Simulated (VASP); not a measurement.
Runs of VASP 6.6.1 on Zn. The structure is that of space group I4/mmm (No. 139), or close to it. The cells are those of the table. 

| cell | gap on the mesh (eV) | pressure (GPa) |
| --- | --- | --- |
| a = 2.746, b = 2.746, c = 2.848 Å, angles 58.8, 58.8, 62.5°, 1 atom | none | 0.6 |
| a = 2.782, b = 2.782, c = 2.640 Å, angles 61.7, 61.7, 56.6°, 1 atom | none | (a) |
| a = 2.710, b = 2.710, c = 2.779 Å, angles 59.2, 59.2, 61.7°, 1 atom | none | 4.6 |
| a = 2.782, b = 2.782, c = 2.918 Å, angles 58.4, 58.4, 63.2°, 1 atom | none | -2.3 |

Alike in all rows: task single point; level PBE; potentials or basis VASP PAW PBE potentials, release 64 (Zn); no spin polarisation; k mesh 20 × 20 × 20; cutoff (eV) 520; smearing gaussian 0.15 eV.

Question: Estimate the missing entries.

Answer: (a) 5.2.

Caveats: the cell stands under pressure (at least some runs).

A gap of «none» marks levels without a gap at the run's occupations.
